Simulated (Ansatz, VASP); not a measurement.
**Ta5AlN6: VASP beside Ansatz**

The input INCAR:

```
PREC = Accurate ; ENCUT = 600
EDIFF = 1E-6 ; ISMEAR = 0
SIGMA = 0.1 ; LREAL = F
LASPH = T ; NELM = 100
ALGO = Fast ; ISIF = 3
LWAVE = F ; LCHARG = F
GGA = PE ; IBRION = 2
NSW = 100 ; EDIFFG = -0.01
KPAR = 4
```

File KPOINTS:

```
regular mesh
0
Gamma
  12 12 4
```

POSCAR

```
Ta5AlN6
1.0
    3.0859026094      0.0000000000      0.0000000000
    0.0000000000      3.0859026094      0.0000000000
    0.0000000000      0.0000000000     13.2465156761
Ta Al N
5 1 6
Direct
    0.0000000000      0.0000000000      0.6706038422
    0.0000000000      0.0000000000      0.3293961578
    0.5000000000      0.5000000000      0.1770640035
    0.0000000000      0.0000000000      0.0000000000
    0.5000000000      0.5000000000      0.8229359965
    0.5000000000      0.5000000000      0.5000000000
    0.0000000000      0.0000000000      0.8379840600
    0.5000000000      0.5000000000      0.6481313174
    0.0000000000      0.0000000000      0.5000000000
    0.5000000000      0.5000000000      0.3518686826
    0.0000000000      0.0000000000      0.1620159400
    0.5000000000      0.5000000000      0.0000000000
```

Input for Ansatz:

```yaml
crystal:
  lattice:
    - [3.0859026094, 0.0, 0.0]
    - [0.0, 3.0859026094, 0.0]
    - [0.0, 0.0, 13.2465156761]
  atoms:
    - { symbol: Ta, position: [0.0, 0.0, 0.6706038422] }
    - { symbol: Ta, position: [0.0, 0.0, 0.3293961578] }
    - { symbol: Ta, position: [0.5, 0.5, 0.1770640035] }
    - { symbol: Ta, position: [0.0, 0.0, 0.0] }
    - { symbol: Ta, position: [0.5, 0.5, 0.8229359965] }
    - { symbol: Al, position: [0.5, 0.5, 0.5] }
    - { symbol: "N", position: [0.0, 0.0, 0.83798406] }
    - { symbol: "N", position: [0.5, 0.5, 0.6481313174] }
    - { symbol: "N", position: [0.0, 0.0, 0.5] }
    - { symbol: "N", position: [0.5, 0.5, 0.3518686826] }
    - { symbol: "N", position: [0.0, 0.0, 0.16201594] }
    - { symbol: "N", position: [0.5, 0.5, 0.0] }
basis:
  ecutwfc: 420
kpoints:
  mp_grid: { grid: [12, 12, 4] }
hamiltonian:
  xc: pbe
scf:
  occupations: { method: gaussian, width: 0.1 }
output:
  forces: true
  stress: true
  eigenvalues: true
relax:
  adjacent_minimum: "off"
  f_tol: 0.01
  max_steps: 80
  cell: { stress_tol: 0.05 }
```

Alike in both runs: task relaxation of cell and atoms; functional PBE; k mesh 12 × 12 × 4; occupations gaussian, width 0.1 eV; no spin polarisation.

```csv
,VASP,Ansatz
version,VASP 6.6.1,Ansatz 0.2.0
potentials or method,"VASP PAW PBE potentials, release 64 (Ta_pv, Al, N), cutoff 600 eV","scalar-relativistic, plane waves, PAW"
valence electrons in the cell,88,98
```

```csv
,VASP,Ansatz,Ansatz less VASP
"gap on the k mesh at the Fermi level, each at its own relaxed structure (eV)",none,none,-
relaxed volume (Å³/atom),10.53,10.51,-0.017
relaxed length of the cell vector where the two differ most in proportion (Å),13.228,13.220,-0.0079
```

A gap of «none» marks a metal or a gap that the smearing closes. VASP's potentials hold 88 valence electrons a cell and Ansatz's 98, so a difference there can come from the potentials and not from the codes.

Spin-orbit coupling is off throughout.
